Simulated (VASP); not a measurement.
Set up this calculation in VASP 6.6.1, as the native input.

```
Task                   : single point
Functional             : PBE
Potentials or basis    : VASP PAW PBE potentials, release 64 (Si, Sn_d)
Cutoff                 : 520 eV
k mesh                 : 6 × 6 × 4
Occupations            : gaussian, width 0.1 eV
Spin                   : no spin polarisation
Dipole correction      : no
Further INCAR settings : ALGO = Normal; EDIFF = 1e-07; NBANDS = 26
```

The structure of Si5Sn lies in POSCAR:

```
Si5Sn
1.0
    4.4747263700      0.0000000000      0.0000000000
   -2.2373631900      3.8752267100      0.0000000000
    0.0000000000      0.0000000000      6.3454741100
Si Sn
5 1
Direct
    0.5000000000      0.0000000000      0.5000000000
    0.0000000000      0.5000000000      0.5000000000
    0.5000000000      0.5000000000      0.5000000000
    0.0000000000      0.0000000000      0.6320973300
    0.0000000000      0.0000000000      0.3679026700
    0.0000000000      0.0000000000      0.0000000000
```

The cell was built from a structure type or drawn by symmetry, and may not be a known phase.

The input as run:

INCAR

```
SYSTEM = Si5Sn
ALGO     = Normal         ! electronic algorithm
EDIFF    = 1E-7           ! SCF threshold, eV
ENCUT    = 520            ! plane-wave cutoff, eV
GGA      = PE             ! functional
ISIF     = 2              ! what is computed and relaxed
ISMEAR   = 0              ! smearing method
LASPH    = .TRUE.         ! aspherical terms in the spheres
LCHARG   = .FALSE.        ! write CHGCAR
LREAL    = .FALSE.        ! projectors in reciprocal space
LWAVE    = .FALSE.        ! write WAVECAR
NBANDS   = 26             ! bands
NELM     = 60             ! most SCF steps
PREC     = Accurate       ! precision mode
SIGMA    = 0.1            ! smearing width, eV
```

KPOINTS

```
k-points
0
G
  6 6 4
  0 0 0
```

Potentials or basis: VASP PAW PBE potentials, release 64 (Si, Sn_d).

The run is started by

```console
$ cat potpaw_PBE.64/Si/POTCAR potpaw_PBE.64/Sn_d/POTCAR > POTCAR
$ mpirun -np 1 vasp_std > vasp.out
```

It gave:

| Item | Value |
| --- | --- |
| Pressure | 47.1 GPa |
| Largest force | 22.679 eV/Å |
| Band gap on the k mesh | zero (bands 17 and 18 overlap by 1.06 eV) |

Caveat: the cell stands under pressure; spin-orbit coupling is left out, which moves the levels of the heavy elements; forces of over 1 eV/Å act on the atoms, so gaps and moduli don't describe the material at rest.

Wall time 110 s on 1 thread of Intel Xeon 8259CL, on a shared host, peak memory 0.25 GiB.
